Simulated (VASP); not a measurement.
# Cu in VASP: a series of runs

The runs below take Cu through single point, relaxation of cell and atoms, with PBEsol.

Everything below comes from runs of VASP 6.6.1. Logs are shortened: lines on timing, memory, paths and dates and some standing lists are left out, and cuts for length are marked.

**1. The cell of the first run**

The structure is tetragonal, space group I4/mmm (No. 139). Conventional cell: a = 2.525 Å, b = 2.525 Å, c = 3.548 Å, α = 90.00°, β = 90.00°, γ = 90.00°. Cu (site symmetry 4/mmm) has 12 Cu at 2.52 to 2.53 Å within 3.3 Å.

**2. Single point, PBEsol**

INCAR

```
PREC = Accurate
ENCUT = 520
EDIFF = 1E-6
ISMEAR = 1
SIGMA = 0.1
LREAL = F
LASPH = T
NELM = 80
ALGO = Normal
ISIF = 2
LWAVE = F
LCHARG = F
GGA = PS
NBANDS = 18
```

KPOINTS

```
regular mesh
0
Gamma
  16 16 12
```

POSCAR

```
Cu
1.0
    2.5251234834      0.0000000000      0.0000000000
    0.0000000000      2.5251234834      0.0000000000
    0.0000000000      0.0000000000      3.5484621979
Cu
2
Direct
    0.0000000000      0.0000000000      0.0000000000
    0.5000000000      0.5000000000      0.5000000000
```

Potentials or basis: VASP PAW PBE potentials, release 64 (Cu).

The run is started by

```
$ cat potpaw_PBE.64/Cu/POTCAR > POTCAR
$ mpirun -np 1 vasp_std > vasp.out
```

OUTCAR:

```text
PREC = Accurate
   ENCUT = 520
   EDIFF = 1E-6
   ISMEAR = 1
   LREAL = F
   LASPH = T
   NELM = 80
   ISIF = 2
   GGA = PS

 ion  position               nearest neighbor table
   1  0.000  0.000  0.000-   2 2.52   2 2.52   2 2.52   2 2.52   2 2.52   2 2.52   2 2.52   2 2.52

   2  0.500  0.500  0.500-   1 2.52   1 2.52   1 2.52   1 2.52   1 2.52   1 2.52   1 2.52   1 2.52

  LATTYP: Found a simple tetragonal cell.
 ALAT       =     2.5251234834
 C/A-ratio  =     1.4052628401

  Lattice vectors:

 A1 = (   2.5251234834,   0.0000000000,   0.0000000000)
 A2 = (   0.0000000000,   2.5251234834,   0.0000000000)
 A3 = (   0.0000000000,   0.0000000000,   3.5484621979)

Analysis of symmetry for initial positions (statically):
=====================================================================
 Subroutine PRICEL returns following result:

  LATTYP: Found a body centered tetragonal cell.
 ALAT       =     2.5251234834
 C/A-ratio  =     1.4052628401

  Lattice vectors:

 A1 = (  -1.2625617417,  -1.2625617417,  -1.7742310990)
 A2 = (   1.2625617417,   1.2625617417,  -1.7742310989)
 A3 = (   1.2625617417,  -1.2625617417,   1.7742310990)

   2 primitive cells build up your supercell.

 Routine SETGRP: Setting up the symmetry group for a
 simple tetragonal supercell.

 Subroutine GETGRP returns: Found 16 space group operations
 (whereof 16 operations were pure point group operations)
 out of a pool of 16 trial point group operations.

The static configuration has the point symmetry D_4h.

Analysis of symmetry for dynamics (positions and initial velocities):
=====================================================================
 Subroutine PRICEL returns following result:

  LATTYP: Found a body centered tetragonal cell.
 ALAT       =     2.5251234834
 C/A-ratio  =     1.4052628401

  Lattice vectors:

 A1 = (  -1.2625617417,  -1.2625617417,  -1.7742310990)
 A2 = (   1.2625617417,   1.2625617417,  -1.7742310989)
 A3 = (   1.2625617417,  -1.2625617417,   1.7742310990)

   2 primitive cells build up your supercell.

 Routine SETGRP: Setting up the symmetry group for a
 simple tetragonal supercell.

[... 93 lines left out ...]
   PREC   = accura    normal or accurate (medium, high low for compatibility)
   ISTART =      0    job   : 0-new  1-cont  2-samecut
   ICHARG =      2    charge: 1-file 2-atom 10-const
   ISPIN  =      1    spin polarized calculation?
   LNONCOLLINEAR =      F non collinear calculations
   LSORBIT =      F    spin-orbit coupling
   LASPH  =      T    aspherical Exc in radial PAW
   ENCUT  =  520.0 eV  38.22 Ry    6.18 a.u.   4.70  4.70  6.60*2*pi/ulx,y,z
   NELM   =     80;   NELMIN=  2; NELMDL= -5     # of ELM steps
   EDIFF  = 0.1E-05   stopping-criterion for ELM
   LREAL  =      F    real-space projection
   EDIFFG = 0.1E-04   stopping-criterion for IOM
   NSW    =      0    number of steps for IOM
   IBRION =     -1    ionic relax: 0-MD 1-quasi-New 2-CG
   NFREE  =      0    steps in history (QN), initial steepest desc. (CG)
   ISIF   =      2    stress and relaxation
   ISYM   =      2    0-nonsym 1-usesym 2-fastsym
   POTIM  = 0.5000    time-step for ionic-motion
   TEBEG  =    0.0;   TEEND  =   0.0 temperature during run
   PSTRESS=    0.0 pullay stress
   NELECT =      22.0000    total number of electrons
   NUPDOWN=      -1.0000    fix difference up-down
   EMIN   =  10.00;   EMAX   =-10.00  energy-range for DOS
   EFERMI =   0.00;   METHOD = LEGACY
   ISMEAR =     1;   SIGMA  =   0.10  broadening in eV -4-tet -1-fermi 0-gaus
   EFERMI_NEDOS =   21; number of points for ismear=-14 and -15
   IALGO  =     38    algorithm
   IMIX   =      4    mixing-type and parameters
     AMIX     =   0.40;   BMIX     =  1.00
     AMIX_MAG =   1.60;   BMIX_MAG =  1.00
  volume/ion in A,a.u.               =      11.31        76.34
  Fermi-wavevector in a.u.,A,eV,Ry     =   1.621862  3.064875 35.789262  2.630437
  Thomas-Fermi vector in A             =   2.715569
   LORBIT       =      0    0 simple, 1 ext, 2 COOP (PROOUT), +10 PAW based schemes
   GGA     = PS    functional components
   LHFCALC =     F    Hartree Fock is set to
   AEXX    =    0.0000 exact exchange contribution
   IVDW    =     0    specifies the selected vdW correction
   LEPSILON=     F    determine dielectric tensor
   LRPA    =     F    only Hartree local field effects (RPA)
 non-spin polarized calculation
 Methfessel and Paxton  Order N= 1 SIGMA  =   0.10
  energy-cutoff  :      520.00
  volume of cell :       22.63
 maximum number of plane-waves:       625
 NGX is ok and might be reduce to    20
   NGX =  9   NGY =  9   NGZ = 13

 number of electron      21.9999985 magnetization

 Free energy of the ion-electron system (eV)
  ---------------------------------------------------
  ext. energy  EPLUGINS =         0.00000000
  ---------------------------------------------------
  free energy    TOTEN  =        -8.61800124 eV

  energy without entropy =       -8.61809699  energy(sigma->0) =       -8.61803316

 E-fermi :   7.9102     XC(G=0): -13.1610

 val. band max:        7.8946370696   @ k =   0.4375   0.1250   0.5000
 cond. band min:       7.9164005253   @ k =   0.5000   0.1875   0.0000
 fundamental gap:      0.0217634557
 Fermi energy:         7.9102091221

 k-point     1 :       0.0000    0.0000    0.0000
  band No.  band energies     occupation
      1      -1.7787      2.00000
      2       2.8036      2.00000
      3       3.2831      2.00000
      4       4.7704      2.00000
      5       4.7704      2.00000
      6       4.8033      2.00000
[... 481 lines left out ...]
      5       4.4036      2.00000
      6       4.4036      2.00000
[... 10 lines left out ...]
     17      24.5027      0.00000
     18      24.5027      0.00000

 [... further k-points ...]

------------------------ aborting loop because EDIFF is reached ----------------------------------------

  FORCE on cell =-STRESS in cart. coord.  units (eV):
  Direction    XX          YY          ZZ          XY          YZ          ZX
  --------------------------------------------------------------------------------------
  -------------------------------------------------------------------------------------
  Total        0.0888670      0.0888670      0.0950447      0.0000000     -0.0000000      0.0000000
  in kB        6.2928265      6.2928265      6.7302788      0.0000000     -0.0000000      0.0000000
  external PRESSURE =       6.4386439 kB  Pullay stress =       0.0000000 kB

 VOLUME and BASIS-vectors are now :
 -----------------------------------------------------------------------------
  energy-cutoff  :      520.00
  volume of cell :       22.63
      direct lattice vectors                 reciprocal lattice vectors
     2.525123483  0.000000000  0.000000000     0.396020237  0.000000000  0.000000000
     0.000000000  2.525123483  0.000000000     0.000000000  0.396020237  0.000000000
     0.000000000  0.000000000  3.548462198     0.000000000  0.000000000  0.281812217

 POSITION                                       TOTAL-FORCE (eV/Angst)
 -----------------------------------------------------------------------------------
      0.00000      0.00000      0.00000        -0.000000      0.000000     -0.000000
      1.26256      1.26256      1.77423         0.000000     -0.000000      0.000000
 -----------------------------------------------------------------------------------
    total drift:                               -0.000000      0.000000      0.000000

  FREE ENERGIE OF THE ION-ELECTRON SYSTEM (eV)
  ---------------------------------------------------
  free  energy   TOTEN  =        -8.6180012442 eV

  energy  without entropy=       -8.6180969850  energy(sigma->0) =       -8.61803316
```

OSZICAR:

```text
N       E                     dE             d eps       ncg     rms          rms(c)
DAV:   1     0.119887399376E+03    0.11989E+03   -0.10654E+04 12548   0.221E+03
DAV:   2    -0.460644554155E+01   -0.12449E+03   -0.11811E+03 11364   0.289E+02
DAV:   3    -0.107466717147E+02   -0.61402E+01   -0.59024E+01 12486   0.869E+01
DAV:   4    -0.108149252993E+02   -0.68254E-01   -0.68202E-01 13036   0.979E+00
DAV:   5    -0.108158507293E+02   -0.92543E-03   -0.92539E-03 13878   0.980E-01    0.119E+01
DAV:   6    -0.944626944301E+01    0.13696E+01   -0.13068E+01 12188   0.105E+02    0.582E+00
DAV:   7    -0.864638395854E+01    0.79989E+00   -0.24852E+00 12292   0.424E+01    0.779E-01
DAV:   8    -0.862281787557E+01    0.23566E-01   -0.19460E-02 13950   0.198E+00    0.509E-01
DAV:   9    -0.861796268269E+01    0.48552E-02   -0.61399E-03 12760   0.230E+00    0.117E-02
DAV:  10    -0.861799886553E+01   -0.36183E-04   -0.20864E-04 12578   0.153E-01    0.506E-03
DAV:  11    -0.861800125858E+01   -0.23930E-05   -0.20531E-06 12572   0.251E-02    0.177E-03
DAV:  12    -0.861800124417E+01    0.14412E-07   -0.92363E-07  7688   0.160E-02
   1 F= -.86180012E+01 E0= -.86180332E+01  d E =0.957409E-04
```

Wall time 38 s (1 thread of Intel Xeon Platinum 8481C at 2.70GHz (Sapphire Rapids), shared host); peak memory 0.21 GiB.

What came out:

* Free energy: -8.6180 eV
* Pressure: 0.6 GPa
* Band gap on the k mesh: zero (band 11 reaches 14.28 eV, above the bottom of band 12 at 5.95 eV)

Levels at points of the mesh, in eV from the Fermi level:
| k point | band 7 | band 8 | band 9 | band 10 | band 11 | band 12 | band 13 | band 14 | band 15 | band 16 |
| --- | --- | --- | --- | --- | --- | --- | --- | --- | --- | --- |
| (0.00, 0.00, 0.00) | -2.26 | -2.22 | -1.65 | -1.48 | -1.48 | 1.55 | 7.55 | 13.30 | 13.30 | 17.95 |
| (0.50, 0.00, 0.00) | -2.60 | -2.60 | -2.25 | -2.25 | -0.28 | -0.28 | 10.05 | 10.05 | 11.35 | 11.35 |
| (0.50, 0.50, 0.00) | -1.49 | -1.49 | -1.47 | -1.47 | 1.41 | 1.41 | 7.38 | 7.38 | 13.45 | 13.45 |
| (0.00, 0.00, 0.50) | -2.43 | -2.43 | -2.43 | -2.43 | -1.96 | -1.96 | 17.50 | 17.50 | 17.50 | 17.50 |
| (0.50, 0.00, 0.50) | -1.64 | -1.64 | -1.63 | -1.63 | -1.13 | -1.13 | 3.99 | 3.99 | 21.42 | 21.42 |
| (0.50, 0.50, 0.50) | -2.28 | -2.28 | -1.49 | -1.49 | 6.37 | 6.37 | 6.37 | 6.37 | 8.49 | 8.49 |

Caveat: the PAW data sets were made with another functional, which shifts forces and pressure a little.

**3. Relaxation of cell and atoms, PBEsol**

This run uses another cell than the first one, of 11.66 Å³/atom, 1.031 times its volume.

INCAR

```
SYSTEM = Cu
ALGO = Fast ; EDIFF = 1E-7
EDIFFG = -0.005 ; ENCUT = 600
GGA = PS ; IBRION = 2
ISIF = 3 ; ISMEAR = 1
LASPH = .True. ; LCHARG = .False.
LREAL = .False. ; LWAVE = .False.
NELM = 60 ; NSW = 80
PREC = Accurate ; SIGMA = 0.1
```

KPOINTS

```
k-points
0
Gamma
  16 16 12
  0 0 0
```

POSCAR

```
Cu
1.0
    2.5455844123      0.0000000000      0.0000000000
    0.0000000000      2.5455844123      0.0000000000
    0.0000000000      0.0000000000      3.6000000000
Cu
2
Direct
    0.0000000000      0.0000000000      0.0000000000
    0.5000000000      0.5000000000      0.5000000000
```

Potentials or basis: VASP PAW PBE potentials, release 64 (Cu).

The run is started by

```
$ cat potpaw_PBE.64/Cu/POTCAR > POTCAR
$ mpirun -np 1 vasp_std > vasp.out
```

Run time: 6.4 min. Hardware: 1 thread of Intel Xeon Platinum 8481C at 2.70GHz (Sapphire Rapids), shared host; peak memory 0.25 GiB.

Results (log left out):

```
Free energy                            : -8.6187 eV
Relaxed volume                         : 11.36 Å³/atom
Relaxed cell                           : a = 2.528 Å, b = 2.528 Å, c = 3.556 Å, α = 90.00°, β = 90.00°, γ = 90.00°
Space group after relaxing (to 0.05 Å) : Fm-3m (No. 225)
Energy gained by relaxing              : 3.9 meV/atom
Ionic steps                            : 15
Pressure after relaxing                : 0.0 GPa
Band gap on the k mesh                 : zero (band 11 reaches 14.20 eV, above the bottom of band 12 at 5.90 eV)
```

The path:
| step | energy change (eV) | largest force (eV/Å) | pressure (GPa) | volume (Å³) |
| --- | --- | --- | --- | --- |
| 1 | 0.0000 | 0.0000 | -4.12 | 23.33 |
| 2 | -0.0042 | 0.0000 | 3.05 | 22.33 |
| 3 | -0.0078 | 0.0000 | -0.08 | 22.73 |
| 4 | -0.0078 | 0.0000 | 0.25 | 22.72 |
| 5 | -0.0078 | 0.0000 | -0.50 | 22.77 |
| 6 | -0.0078 | 0.0000 | -0.03 | 22.74 |
| 7 | -0.0078 | 0.0000 | -0.11 | 22.75 |
| 8 | -0.0078 | 0.0000 | -0.45 | 22.74 |
| 9 | -0.0078 | 0.0000 | -0.17 | 22.74 |
| 10 | -0.0079 | 0.0000 | -0.54 | 22.74 |
| 11 | -0.0079 | 0.0000 | -0.12 | 22.74 |
| 12 | -0.0079 | 0.0000 | -0.10 | 22.74 |
| 13 | -0.0079 | 0.0000 | -0.09 | 22.73 |
| 14 | -0.0079 | 0.0000 | 0.20 | 22.73 |
| 15 | -0.0079 | 0.0000 | 0.00 | 22.73 |

Final structure:
```xyz
2
Lattice="2.5283 0.0000 0.0000 0.0000 2.5283 0.0000 0.0000 0.0000 3.5558" Properties=species:S:1:pos:R:3 pbc="T T T"
Cu    0.0000    0.0000    0.0000
Cu    1.2642    1.2642    1.7779
```

Levels at points of the mesh, in eV from the Fermi level:
```
           k point  band 8  band 9  band 10  band 11  band 12  band 13  band 14  band 15
(0.00, 0.00, 0.00)   -2.22   -1.65    -1.48    -1.48     1.54     7.50    13.28    13.28
(0.50, 0.00, 0.00)   -2.59   -2.25    -2.25    -0.28    -0.28    10.01    10.01    11.30
(0.50, 0.50, 0.00)   -1.49   -1.47    -1.47     1.42     1.42     7.35     7.35    13.41
(0.00, 0.00, 0.50)   -2.42   -2.42    -2.42    -1.95    -1.95    17.46    17.46    17.46
(0.50, 0.00, 0.50)   -1.63   -1.62    -1.62    -1.12    -1.12     3.97     3.97    21.39
(0.50, 0.50, 0.50)   -2.28   -1.49    -1.49     6.35     6.35     6.35     6.35     8.47
```

Caveat: the PAW data sets were made with another functional, which shifts forces and pressure a little.
